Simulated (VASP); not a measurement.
# BaTiO3 (P4mm) in VASP: notebook

The runs below take BaTiO3 through single point, with PBE+D3(BJ), RPBE+D3(BJ).

Everything below comes from runs of VASP 6.6.1. Logs are shortened: lines on timing, memory, paths and dates and some standing lists are left out, and cuts for length are marked.

## (1) The cell of the first run

Symmetry: P4mm, No. 99, tetragonal system. The conventional cell has a = 4.026 Å, b = 4.026 Å, c = 4.045 Å, α = 90.00°, β = 90.00°, γ = 90.00°. Within 3.7 Å of Ba (site symmetry 4mm) lie 12 O at 2.81 to 2.90 Å and 8 Ti at 3.47 to 3.52 Å. Within 2.5 Å of Ti (site symmetry 4mm) lie 6 O at 1.91 to 2.14 Å. O (site symmetry 2mm) has 2 Ti at 2.02 Å within 2.7 Å. O (site symmetry 4mm) has 2 Ti at 1.91 to 2.14 Å within 2.5 Å.

## (2) Single point, PBE+D3(BJ)

File INCAR:

```
PREC = Accurate ; ENCUT = 520
EDIFF = 1E-6 ; ISMEAR = -1
SIGMA = 0.05 ; LREAL = False
LASPH = True ; NELM = 80
ALGO = Normal ; ISIF = 2
LWAVE = False ; LCHARG = False
GGA = PE ; IVDW = 12
NBANDS = 28
```

File KPOINTS:

```
regular mesh
0
Gamma
  7 7 7
```

File POSCAR:

```
BaTiO3
1.0
    4.0262895137      0.0000000000      0.0000000000
    0.0000000000      4.0262895137      0.0000000000
    0.0000000000      0.0000000000      4.0446100470
Ba Ti O
1 1 3
Direct
    0.0000000000      0.0000000000      0.0000000000
    0.5000000000      0.5000000000      0.4900000000
    0.0000000000      0.5000000000      0.5170000000
    0.5000000000      0.0000000000      0.5170000000
    0.5000000000      0.5000000000      0.0190000000
```

Potentials or basis: VASP PAW PBE potentials, release 64 (Ba_sv, Ti_sv, O).

On the command line:

```console
cat potpaw_PBE.64/Ba_sv/POTCAR potpaw_PBE.64/Ti_sv/POTCAR potpaw_PBE.64/O/POTCAR > POTCAR
mpirun -np 1 vasp_std > vasp.out
```

OUTCAR:

```text
PREC = Accurate
   ENCUT = 520
   EDIFF = 1E-6
   ISMEAR = -1
   LREAL = False
   LASPH = True
   NELM = 80
   ISIF = 2
   GGA = PE
   IVDW = 12
 IVDW          = 12

 ion  position               nearest neighbor table
   1  0.000  0.000  0.000-   3 2.81   4 2.81   3 2.81   4 2.81   5 2.85   5 2.85   5 2.85   5 2.85
                             4 2.90   3 2.90   4 2.90   3 2.90   2 3.47   2 3.47   2 3.47   2 3.47
   2  0.500  0.500  0.490-   5 1.91   4 2.02   3 2.02   4 2.02   3 2.02   5 2.14   1 3.47   1 3.47
                             1 3.47   1 3.47   1 3.52   1 3.52   1 3.52   1 3.52
   3  0.000  0.500  0.517-   2 2.02   2 2.02   1 2.81   1 2.81   1 2.90   1 2.90
   4  0.500  0.000  0.517-   2 2.02   2 2.02   1 2.81   1 2.81   1 2.90   1 2.90
   5  0.500  0.500  0.019-   2 1.91   2 2.14   1 2.85   1 2.85   1 2.85   1 2.85

  LATTYP: Found a simple tetragonal cell.
 ALAT       =     4.0262895137
 C/A-ratio  =     1.0045502275

  Lattice vectors:

 A1 = (   4.0262895137,   0.0000000000,   0.0000000000)
 A2 = (   0.0000000000,   4.0262895137,   0.0000000000)
 A3 = (   0.0000000000,   0.0000000000,   4.0446100470)

Analysis of symmetry for initial positions (statically):
=====================================================================
 Subroutine PRICEL returns:
 Original cell was already a primitive cell.

 Routine SETGRP: Setting up the symmetry group for a
 simple tetragonal supercell.

 Subroutine GETGRP returns: Found  8 space group operations
 (whereof  8 operations were pure point group operations)
 out of a pool of 16 trial point group operations.

The static configuration has the point symmetry C_4v.

Analysis of symmetry for dynamics (positions and initial velocities):
=====================================================================
 Subroutine PRICEL returns:
 Original cell was already a primitive cell.

 Routine SETGRP: Setting up the symmetry group for a
 simple tetragonal supercell.

 Subroutine GETGRP returns: Found  8 space group operations
 (whereof  8 operations were pure point group operations)
 out of a pool of 16 trial point group operations.

The dynamic configuration has the point symmetry C_4v.

 Subroutine INISYM returns: Found  8 space group operations
 (whereof  8 operations are pure point group operations),
 and found     1 'primitive' translations

----------------------------------------------------------------------------------------

                                     Primitive cell

  volume of cell :      65.5672

  direct lattice vectors                    reciprocal lattice vectors
     4.026289514  0.000000000  0.000000000     0.248367634  0.000000000  0.000000000
     0.000000000  4.026289514  0.000000000     0.000000000  0.248367634  0.000000000
     0.000000000  0.000000000  4.044610047     0.000000000  0.000000000  0.247242624

  length of vectors
     4.026289514  4.026289514  4.044610047     0.248367634  0.248367634  0.247242624

  position of ions in fractional coordinates (direct lattice)
     0.000000000  0.000000000  0.000000000
     0.500000000  0.500000000  0.490000000
     0.000000000  0.500000000  0.517000000
     0.500000000  0.000000000  0.517000000
     0.500000000  0.500000000  0.019000000

  ion indices of the primitive-cell ions
   primitive index   ion index
                 1           1
                 2           2
                 3           3
                 4           4
                 5           5

----------------------------------------------------------------------------------------

 KPOINTS: regular mesh

Automatic generation of k-mesh.
 Grid dimensions read from file:
 generate k-points for:    7    7    7

 Generating k-lattice:

  Cartesian coordinates                     Fractional coordinates (reciprocal lattice)
     0.035481091  0.000000000  0.000000000     0.142857143  0.000000000  0.000000000
     0.000000000  0.035481091  0.000000000     0.000000000  0.142857143  0.000000000
     0.000000000  0.000000000  0.035320375     0.000000000  0.000000000  0.142857143

  Length of vectors
     0.035481091  0.035481091  0.035320375

  Shift w.r.t. Gamma in fractional coordinates (k-lattice)
     0.000000000  0.000000000  0.000000000

 Subroutine IBZKPT returns following result:
 ===========================================

 Found     40 irreducible k-points:

 Following reciprocal coordinates:
            Coordinates               Weight
  0.000000  0.000000  0.000000      1.000000
  0.142857  0.000000  0.000000      4.000000
  0.285714  0.000000  0.000000      4.000000
  0.428571  0.000000  0.000000      4.000000
  0.142857  0.142857  0.000000      4.000000
  0.285714  0.142857  0.000000      8.000000
[... 16 lines left out ...]
  0.285714  0.000000  0.285714      8.000000
  0.428571  0.000000  0.285714      8.000000
 [... further k-points ...]
   k-points           NKPTS =     40   k-points in BZ     NKDIM =     40   number of bands    NBANDS=     28
   number of dos      NEDOS =    301   number of ions     NIONS =      5
   total plane-waves  NPLWV =  27000
   dimension x,y,z NGX =    30 NGY =   30 NGZ =   30
   dimension x,y,z NGXF=    60 NGYF=   60 NGZF=   60
   ions per type =               1   1   3
   NGX,Y,Z   is equivalent  to a cutoff of  12.39, 12.39, 12.33 a.u.
   NGXF,Y,Z  is equivalent  to a cutoff of  24.77, 24.77, 24.66 a.u.
 SYSTEM =  unknown system
   PREC   = accura    normal or accurate (medium, high low for compatibility)
   ISTART =      0    job   : 0-new  1-cont  2-samecut
   ICHARG =      2    charge: 1-file 2-atom 10-const
   ISPIN  =      1    spin polarized calculation?
   LNONCOLLINEAR =      F non collinear calculations
   LSORBIT =      F    spin-orbit coupling
   LASPH  =      T    aspherical Exc in radial PAW
   ENCUT  =  520.0 eV  38.22 Ry    6.18 a.u.   7.49  7.49  7.52*2*pi/ulx,y,z
   NELM   =     80;   NELMIN=  2; NELMDL= -5     # of ELM steps
   EDIFF  = 0.1E-05   stopping-criterion for ELM
   LREAL  =      F    real-space projection
   EDIFFG = 0.1E-04   stopping-criterion for IOM
   NSW    =      0    number of steps for IOM
   IBRION =     -1    ionic relax: 0-MD 1-quasi-New 2-CG
   NFREE  =      0    steps in history (QN), initial steepest desc. (CG)
   ISIF   =      2    stress and relaxation
   ISYM   =      2    0-nonsym 1-usesym 2-fastsym
   POTIM  = 0.5000    time-step for ionic-motion
   TEBEG  =    0.0;   TEEND  =   0.0 temperature during run
   PSTRESS=    0.0 pullay stress
   NELECT =      40.0000    total number of electrons
   NUPDOWN=      -1.0000    fix difference up-down
   EMIN   =  10.00;   EMAX   =-10.00  energy-range for DOS
   EFERMI =   0.00;   METHOD = LEGACY
   ISMEAR =    -1;   SIGMA  =   0.05  broadening in eV -4-tet -1-fermi 0-gaus
   EFERMI_NEDOS =   21; number of points for ismear=-14 and -15
   IALGO  =     38    algorithm
   IMIX   =      4    mixing-type and parameters
     AMIX     =   0.40;   BMIX     =  1.00
     AMIX_MAG =   1.60;   BMIX_MAG =  1.00
  volume/ion in A,a.u.               =      13.11        88.49
  Fermi-wavevector in a.u.,A,eV,Ry     =   1.388458  2.623804 26.229507  1.927814
  Thomas-Fermi vector in A             =   2.512582
   LORBIT       =      0    0 simple, 1 ext, 2 COOP (PROOUT), +10 PAW based schemes
   GGA     = PE    functional components
   LHFCALC =     F    Hartree Fock is set to
   AEXX    =    0.0000 exact exchange contribution
   IVDW    =    12    specifies the selected vdW correction
   LEPSILON=     F    determine dielectric tensor
   LRPA    =     F    only Hartree local field effects (RPA)
 non-spin polarized calculation
  energy-cutoff  :      520.00
  volume of cell :       65.57
 maximum number of plane-waves:      1791
 NGX is ok and might be reduce to    30
   NGX = 15   NGY = 15   NGZ = 15

 number of electron      39.9999979 magnetization

 Free energy of the ion-electron system (eV)
  ---------------------------------------------------
  ext. energy  EPLUGINS =         0.00000000
  ---------------------------------------------------
  free energy    TOTEN  =       -40.00361372 eV

  energy without entropy =      -40.00361372  energy(sigma->0) =      -40.00361372

 E-fermi :   4.5685     XC(G=0): -11.1381

 val. band max:        3.6031312906   @ k =   0.4286   0.4286   0.4286
 cond. band min:       5.4272268858   @ k =   0.0000   0.0000   0.0000
 fundamental gap:      1.8240955952
 Fermi energy:         4.5685177911

 k-point     1 :       0.0000    0.0000    0.0000
  band No.  band energies     occupation
      1     -52.9886      2.00000
      2     -29.2172      2.00000
      3     -29.1896      2.00000
      4     -29.1896      2.00000
      5     -21.2116      2.00000
      6     -13.1811      2.00000
[... 20 lines left out ...]
     27       8.7202      0.00000
     28      10.7797      0.00000

 k-point     2 :       0.1429    0.0000    0.0000
  band No.  band energies     occupation
      1     -52.9884      2.00000
      2     -29.2169      2.00000
      3     -29.1985      2.00000
      4     -29.1892      2.00000
      5     -21.1918      2.00000
      6     -13.1924      2.00000
[... 20 lines left out ...]
     27       9.0901      0.00000
     28      11.2585      0.00000

 k-point     3 :       0.2857    0.0000    0.0000
  band No.  band energies     occupation
      1     -52.9880      2.00000
      2     -29.2187      2.00000
      3     -29.2160      2.00000
      4     -29.1885      2.00000
      5     -21.1467      2.00000
      6     -13.2719      2.00000
[... 20 lines left out ...]
     27      10.0356      0.00000
     28      11.8990      0.00000

 k-point     4 :       0.4286    0.0000    0.0000
  band No.  band energies     occupation
      1     -52.9877      2.00000
      2     -29.2347      2.00000
      3     -29.2155      2.00000
      4     -29.1879      2.00000
      5     -21.1098      2.00000
      6     -13.3675      2.00000
[... 578 lines left out ...]
     27      10.4114      0.00000
     28      12.1485      0.00000

 k-point    23 :       0.2857    0.0000    0.2857
  band No.  band energies     occupation
      1     -52.9875      2.00000
      2     -29.2436      2.00000
      3     -29.2171      2.00000
      4     -29.1874      2.00000
      5     -21.0974      2.00000
      6     -13.0893      2.00000
[... 20 lines left out ...]
     27      11.3839      0.00000
     28      12.0897      0.00000

 k-point    24 :       0.4286    0.0000    0.2857
  band No.  band energies     occupation
      1     -52.9872      2.00000
      2     -29.2427      2.00000
      3     -29.2329      2.00000
      4     -29.1868      2.00000
      5     -21.0681      2.00000
      6     -13.0651      2.00000
[... 20 lines left out ...]
     27      11.9565      0.00000
     28      12.4185      0.00000

 [... further k-points ...]

------------------------ aborting loop because EDIFF is reached ----------------------------------------

 Edisp (eV)   -1.29481

 E8    (eV) :    -0.5888

  FORCE on cell =-STRESS in cart. coord.  units (eV):
  Direction    XX          YY          ZZ          XY          YZ          ZX
  --------------------------------------------------------------------------------------
  -------------------------------------------------------------------------------------
  Total      -1.10193    -1.10193    -0.74932     0.00000     0.00000     0.00000
  in kB     -26.92643   -26.92643   -18.31022     0.00000     0.00000     0.00000
  external pressure =      -24.05 kB  Pullay stress =        0.00 kB

 VOLUME and BASIS-vectors are now :
 -----------------------------------------------------------------------------
  energy-cutoff  :      520.00
  volume of cell :       65.57
      direct lattice vectors                 reciprocal lattice vectors
     4.026289514  0.000000000  0.000000000     0.248367634  0.000000000  0.000000000
     0.000000000  4.026289514  0.000000000     0.000000000  0.248367634  0.000000000
     0.000000000  0.000000000  4.044610047     0.000000000  0.000000000  0.247242624

 POSITION                                       TOTAL-FORCE (eV/Angst)
 -----------------------------------------------------------------------------------
      0.00000      0.00000      0.00000         0.000000     -0.000000      0.056561
      2.01314      2.01314      1.98186        -0.000000      0.000000     -0.208579
      0.00000      2.01314      2.09106         0.000000     -0.000000     -0.121133
      2.01314      0.00000      2.09106        -0.000000      0.000000     -0.121133
      2.01314      2.01314      0.07685        -0.000000     -0.000000      0.394284
 -----------------------------------------------------------------------------------
    total drift:                                0.000000      0.000000      0.000164

  FREE ENERGIE OF THE ION-ELECTRON SYSTEM (eV)
  ---------------------------------------------------
  free  energy   TOTEN  =       -41.2984243280 eV

  energy  without entropy=      -41.2984243268  energy(sigma->0) =      -41.29842433
```

It took 36 s on 1 thread of Intel Xeon 6975P-C (Granite Rapids), shared host; peak memory 0.23 GiB.

Results:

| Quantity | Value |
| --- | --- |
| Free energy | -41.2984 eV |
| Pressure | -2.4 GPa |
| Largest force | 0.394 eV/Å |
| Band gap on the k mesh | 1.82 eV, indirect (least direct gap 2.03 eV) |
| Dispersion energy per atom | -0.259 eV |

Forces in eV/Å, atoms in the order of the input:
```
Ba   0.000  0.000  0.057
Ti   0.000  0.000 -0.209
O    0.000  0.000 -0.121
O    0.000  0.000 -0.121
O    0.000  0.000  0.394
```

Stress tensor (GPa, compression positive):
```
-2.69  0.00  0.00
 0.00 -2.69  0.00
 0.00  0.00 -1.83
```

Caveat: spin-orbit coupling is left out, which moves the levels of the heavy elements. A k mesh can miss the band edges.

## (3) Single point, RPBE+D3(BJ)

File INCAR:

```
PREC = Accurate ; ENCUT = 520
EDIFF = 1E-6 ; ISMEAR = -1
SIGMA = 0.05 ; LREAL = False
LASPH = True ; NELM = 60
ALGO = Normal ; ISIF = 2
LWAVE = False ; LCHARG = True
GGA = RP ; IVDW = 12
LELF = True ; LVHAR = True
NBANDS = 28
```

File KPOINTS:

```
Automatic mesh
0
Gamma
  7 7 7
```

POSCAR is that of step 2.

Potentials or basis: VASP PAW PBE potentials, release 64 (Ba_sv, Ti_sv, O).

On the command line:

```console
cat potpaw_PBE.64/Ba_sv/POTCAR potpaw_PBE.64/Ti_sv/POTCAR potpaw_PBE.64/O/POTCAR > POTCAR
mpirun -np 1 vasp_std > vasp.out
```

Run time: 36 s. Hardware: 1 thread of Intel Xeon 6975P-C (Granite Rapids), shared host; peak memory 0.22 GiB.

It converged, with:

| Property | Result |
| --- | --- |
| Free energy | -45.6670 eV |
| Pressure | -20.1 GPa |
| Largest force | 0.357 eV/Å |
| Band gap on the k mesh | 1.86 eV, indirect (least direct gap 2.07 eV) |
| Dispersion energy per atom | -1.549 eV |

Forces on the atoms (eV/Å):
```
Ba   0.000  0.000  0.083
Ti   0.000  0.000 -0.185
O    0.000  0.000 -0.128
O    0.000  0.000 -0.128
O    0.000  0.000  0.357
```

Stress tensor (GPa, compression positive):
```
-20.34   0.00   0.00
  0.00 -20.34   0.00
  0.00   0.00 -19.56
```

Levels at points of the mesh, in eV from the valence-band top:
```
           k point  band 17  band 18  band 19  band 20  band 21  band 22  band 23  band 24
(0.00, 0.00, 0.00)    -1.00    -0.23    -0.21    -0.21     1.86     2.07     2.07     3.91
```

Caveat: the PAW data sets were made with another functional, which shifts forces and pressure a little; spin-orbit coupling is left out, which moves the levels of the heavy elements. A k mesh can miss the band edges.
